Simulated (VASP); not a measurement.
Set up this calculation in VASP 6.6.1, as the native input.

| Item | Value |
| --- | --- |
| Task | single point |
| Functional | PBE |
| Dispersion | D3(BJ) |
| Potentials or basis | VASP PAW PBE potentials, release 64 (Sn_d, O) |
| Cutoff | 520 eV |
| k mesh | 3 × 3 × 2, shifted |
| Occupations | fermi-dirac, width 0.0259 eV |
| Spin | no spin polarisation |
| Dipole correction | no |
| Further INCAR settings | LREAL = Auto; ALGO = Normal; EDIFF = 1e-07; NBANDS = 122 |

The structure of SnO2 lies in POSCAR:

```
SnO2
1.0
   -6.4750747600      0.0000000000      0.0000000000
   -3.2375373800      5.6075792336      0.0000000000
   -3.2375373800      1.8691930778     -8.5860472696
Sn O
8 16
Direct
    0.9288455762      0.9306509747      0.2056742695
    0.4442610192      0.4313098026      0.7004472269
    0.9344549228      0.4424943615      0.6984226632
    0.4411099874      0.9315289719      0.1964085390
    0.9368772608      0.9310560740      0.7027065902
    0.4244782198      0.4263040337      0.2050362576
    0.4361220698      0.9298321524      0.7002960514
    0.9269325622      0.4312689296      0.2078941501
    0.0669007618      0.5678473882      0.8156416777
    0.5776566529      0.0369080638      0.3227131080
    0.5717547426      0.5416661746      0.8272141740
    0.0545057640      0.0687668875      0.3201939046
    0.5727714630      0.0506217168      0.8158294242
    0.0526944171      0.5570293479      0.3323502551
    0.7935412457      0.8071867760      0.5913873801
    0.2991735395      0.2975981384      0.0900548268
    0.5554660419      0.5591127708      0.3200952561
    0.0639597374      0.0662193455      0.8012782581
    0.7977953213      0.3123654635      0.0883760567
    0.3041319736      0.7989719565      0.5891453705
    0.8067740619      0.7966359499      0.0847353826
    0.3052237818      0.3127269669      0.5898158770
    0.2936024013      0.7956715421      0.0856314876
    0.7974619739      0.3099578433      0.5886860206
```

This cell differs from its parent crystal: dynamics (nvt langevin) at 300 K, volume x 1.0, from the last frame before.

One way to write it, as run:

INCAR

```
SYSTEM = SnO2
PREC = Accurate ; ENCUT = 520
EDIFF = 1E-7 ; ISMEAR = -1
SIGMA = 0.0259 ; LREAL = Auto
LASPH = .TRUE. ; NELM = 100
ALGO = Normal ; ISIF = 2
LWAVE = .FALSE. ; LCHARG = .TRUE.
GGA = PE ; IVDW = 12
LELF = .TRUE. ; LVHAR = .TRUE.
NBANDS = 122
```

KPOINTS

```
Automatic mesh
0
Gamma
  3 3 2
  0 0 0.5
```

Potentials or basis: VASP PAW PBE potentials, release 64 (Sn_d, O).

The run is started by

```sh
$ cat potpaw_PBE.64/Sn_d/POTCAR potpaw_PBE.64/O/POTCAR > POTCAR
$ mpirun -np 1 vasp_std > vasp.out
```

It gave:

```json
{"Pressure": "1.3 GPa", "Largest force": "1.696 eV/Å", "Band gap on the k mesh": "1.91 eV", "Dispersion energy per atom": "-0.201 eV"}
```

Caveat: the atoms stand as in a frame of molecular dynamics; spin-orbit coupling is left out, which moves the levels of the heavy elements; a shifted mesh leaves out Γ, where band edges can lie; forces of over 1 eV/Å act on the atoms, so gaps and moduli don't describe the material at rest.

Run time: 7.7 min on 1 thread of Intel(R) Xeon(R) Platinum 8488C (Sapphire Rapids), with other jobs on the host, peak memory 0.51 GiB.
